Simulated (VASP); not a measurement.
Crystal: As.

```
As
1.0
     2.95798    0.00000    0.00000
    -1.47899    2.56169    0.00000
     0.00000    0.00000    4.83038
As
2
Cartesian
  0.0000 1.7078 1.2076
  1.4790 0.8539 3.6228
```

This isn't the form of As at room conditions, which is rhombohedral.

```yaml
Program: VASP 6.6.1
Task: relaxation of cell and atoms
Functional: LDA
Potentials_or_basis: VASP PAW LDA potentials, release 64 (As)
Cutoff: 600 eV
k_mesh: 12 × 12 × 7
Occupations: fermi-dirac, width 0.1 eV
Spin: no spin polarisation
```

At the start: pressure -0.7 GPa; volume 18.30 Å³/atom.

How do energy, volume and symmetry change on relaxing?

Over 11 steps the energy falls by 7.6 meV/atom and the volume is 18.14 Å³/atom (-0.9 %); space group P6_3/mmc (No. 194, to 0.1 Å) before and after.

Step by step:
| step | energy change (eV) | largest force (eV/Å) | pressure (GPa) | volume (Å³) |
| --- | --- | --- | --- | --- |
| 1 | 0.0000 | 0.0000 | -0.74 | 36.60 |
| 2 | -0.0012 | 0.0000 | 0.39 | 36.15 |
| 3 | -0.0013 | 0.0000 | 0.30 | 36.19 |
| 4 | -0.0028 | 0.0000 | 0.40 | 36.14 |
| 5 | -0.0094 | 0.0000 | 0.81 | 35.97 |
| 6 | -0.0072 | 0.0000 | 2.16 | 35.58 |
| 7 | -0.0131 | 0.0000 | 1.29 | 35.80 |
| 8 | -0.0139 | 0.0000 | 1.04 | 35.90 |
| 9 | -0.0144 | 0.0000 | 0.67 | 36.05 |
| 10 | -0.0148 | 0.0000 | 0.48 | 36.11 |
| 11 | -0.0152 | 0.0000 | 0.01 | 36.27 |

Final structure:
```xyz
2
Lattice="3.0168 0.0000 0.0000 -1.5084 2.6126 0.0000 0.0000 0.0000 4.6023" Properties=species:S:1:pos:R:3 pbc="T T T"
As    0.0000    1.7418    1.1506
As    1.5084    0.8709    3.4517
```
